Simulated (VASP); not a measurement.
A run of VASP 6.6.1:

The input INCAR:

```
ALGO = Normal ; EDIFF = 1E-8
ENCUT = 520 ; GGA = PS
ISIF = 2 ; ISMEAR = -1
LASPH = T ; LCHARG = F
LEFG = T ; LREAL = F
LWAVE = F ; NBANDS = 11
NELM = 100 ; PREC = Accurate
SIGMA = 0.05
```

File KPOINTS:

```
k-points
0
Gamma
  14 14 14
```

The input POSCAR:

```
Hf
1.0
   -1.8169539908      1.8169539908      1.8169539908
    1.8169539908     -1.8169539908      1.8169539908
    1.8169539908      1.8169539908     -1.8169539908
Hf
1
Direct
    0.0000000000      0.0000000000      0.0000000000
```

Potentials or basis: VASP PAW PBE potentials, release 64 (Hf_pv).

Launch:

```sh
$ cat potpaw_PBE.64/Hf_pv/POTCAR > POTCAR
$ mpirun -np 1 vasp_std > vasp.out
```

Hardware: 1 thread of Intel(R) Xeon(R) Platinum 8488C (Sapphire Rapids) (shared host).

Q: Estimate the wall time of this run.

A: It took 12 s on 1 thread of Intel(R) Xeon(R) Platinum 8488C (Sapphire Rapids) (shared host), peak memory 0.15 GiB. Counts: scf iterations 12, k points 104.
